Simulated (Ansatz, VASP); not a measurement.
## Two plane-wave programs on LiF

```
Li F
1.0
     1.43812   -2.49170    0.00020
    -4.31394   -2.49148   -0.00009
    -0.00066    0.00259   -7.04580
Li F
6 6
Cartesian
  -3.3554 -4.1497 -5.8714
  -0.4793 -4.1497 -5.8714
  -1.9174 -3.3220 -1.1745
  -0.4793 -0.8304 -1.1742
  -3.3559 -2.4900 -3.5231
  -0.4797 -2.4902 -3.5227
  -1.9176 -3.3203 -4.6972
  -0.4797 -0.8287 -4.6971
  -3.3557 -2.4892 -7.0459
  -0.4797 -2.4894 -7.0457
  -3.3557 -4.1522 -2.3485
  -0.4798 -4.1523 -2.3484
```

Change from the starting cell: cell x2, atoms moved at random (sigma 0.15 Å) and cell strained at random (1.5 %), then relaxed without symmetry.

Alike in both runs: functional PBE; k mesh 4 × 4 × 2; occupations gaussian, width 0.1 eV; no spin polarisation.

Ansatz relaxed the structure, and its values are those at the end. VASP's run is a single point on that final structure, the one shown.

```csv
,VASP,Ansatz
version,VASP 6.6.1,Ansatz 0.2.0
potentials or method,"VASP PAW PBE potentials, release 64 (Li_sv, F), cutoff 520 eV","scalar-relativistic, plane waves, PAW"
valence electrons in the cell,60,60
```

```csv
,VASP,Ansatz,Ansatz less VASP
gap on the k mesh at the Fermi level (eV),8.83,8.83,+0.001
least direct gap on the mesh (eV),8.83,8.83,+0.001
```

The k mesh is coarse, so the values compare programs but aren't converged. Noted on VASP's run: the cutoff is under 1.25 times that of the potentials, so the pressure is a little rough.
